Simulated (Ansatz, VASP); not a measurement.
# TaN: VASP beside Ansatz

INCAR

```
PREC = Accurate ; ENCUT = 520
EDIFF = 1E-6 ; ISMEAR = 0
SIGMA = 0.15 ; LREAL = F
LASPH = T ; NELM = 100
ALGO = Normal ; ISIF = 2
LWAVE = F ; LCHARG = F
GGA = PE ; NBANDS = 24
```

The input KPOINTS:

```
regular mesh
0
Gamma
  12 12 12
```

The input POSCAR:

```
TaN
1.0
    2.9501846796      0.0000000000      0.0000000000
    1.4750923398     -2.5549348784     -2.8977716012
    1.4750923398      2.5549348784     -2.8977716012
Ta N
2 2
Direct
    0.2500000000      0.4166666667      0.0833333333
    0.7500000000      0.9166666667      0.5833333333
    0.5000000000      0.5000000000      0.5000000000
    0.0000000000      0.0000000000      0.0000000000
```

Input for Ansatz:

```yaml
crystal:
  lattice:
    - [2.9501846796, 0.0, 0.0]
    - [1.4750923398, -2.5549348784, -2.8977716012]
    - [1.4750923398, 2.5549348784, -2.8977716012]
  atoms:
    - { symbol: Ta, position: [0.25, 0.4166666667, 0.0833333333] }
    - { symbol: Ta, position: [0.75, 0.9166666667, 0.5833333333] }
    - { symbol: "N", position: [0.5, 0.5, 0.5] }
    - { symbol: "N", position: [0.0, 0.0, 0.0] }
basis:
  ecutwfc: 420
kpoints:
  mp_grid: { grid: [12, 12, 12] }
hamiltonian:
  xc: pbe
scf:
  occupations: { method: gaussian, width: 0.15 }
output:
  forces: true
  stress: true
  eigenvalues: true
  write_density: true
  write_potential: true
  elf: true
  volumetric_format: npy
```

Alike in both runs: task single point; functional PBE; k mesh 12 × 12 × 12; occupations gaussian, width 0.15 eV; no spin polarisation.

|  | VASP | Ansatz |
| --- | --- | --- |
| version | VASP 6.6.1 | Ansatz 0.2.0 |
| potentials or method | VASP PAW PBE potentials, release 64 (Ta_pv, N), cutoff 520 eV | scalar-relativistic, plane waves, PAW |
| valence electrons in the cell | 32 | 36 |

|  | VASP | Ansatz | Ansatz less VASP |
| --- | --- | --- | --- |
| gap on the k mesh at the Fermi level (eV) | none | none | - |
| pressure (GPa) | 0.7 | 0.0 | -0.66 |
| traceless stress, the component that is largest in VASP (GPa) | 0.12 | 0.02 | -0.106 |

A gap of «none» marks a metal or a gap that the smearing closes. With one functional, cell and mesh, what is left measures potentials, basis and numerics. VASP's potentials hold 32 valence electrons a cell and Ansatz's 36, so a difference there can come from the potentials and not from the codes.

Neither program's run includes spin-orbit coupling.
